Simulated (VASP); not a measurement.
Here is a VASP 6.6.1 calculation.

Contents of INCAR:

```
PREC     = Accurate       # precision mode
ENCUT    = 520            # plane-wave cutoff, eV
EDIFF    = 1E-6           # SCF threshold, eV
ISMEAR   = 0              # smearing method
SIGMA    = 0.1            # smearing width, eV
LREAL    = False          # projectors in reciprocal space
LASPH    = True           # aspherical terms in the spheres
NELM     = 150            # most SCF steps
ALGO     = Normal         # electronic algorithm
ISIF     = 2              # what is computed and relaxed
LWAVE    = False          # write WAVECAR
LCHARG   = False          # write CHGCAR
ISPIN    = 2              # spin polarisation
MAGMOM   = 0 0 0 1 1      # initial moments
LORBIT   = 11             # projections on sites
GGA      = PE             # functional
NBANDS   = 22             # bands
```

The input KPOINTS:

```
regular mesh
0
Gamma
  6 6 6
```

POSCAR

```
B3N2
1.0
    2.3941797400      1.3822803200      1.9333846200
   -2.3941797400      1.3822803200      1.9333846200
    0.0000000000     -2.7645606400      1.9333846200
B N
3 2
Direct
    0.0000000000      0.2500000000      0.7500000000
    0.7500000000      0.0000000000      0.2500000000
    0.2500000000      0.7500000000      0.0000000000
    0.2599999900      0.2599999900      0.2599999900
    0.7400000100      0.7400000100      0.7400000100
```

Potentials or basis: VASP PAW PBE potentials, release 64 (B, N).

Command:

```sh
$ cat potpaw_PBE.64/B/POTCAR potpaw_PBE.64/N/POTCAR > POTCAR
$ mpirun -np 1 vasp_std > vasp.out
```

Problem. What does it give for the net moment?

Solution. 0.00 μB per cell.

Problem. Predict the largest force.

Solution. 1.330 eV/Å.

Stress tensor (GPa, compression positive):
```
-35.30   0.00   0.00
  0.00 -35.30   0.00
  0.00   0.00 -11.07
```

Caveat: the cell stands under tension; forces of over 1 eV/Å act on the atoms, so gaps and moduli don't describe the material at rest.
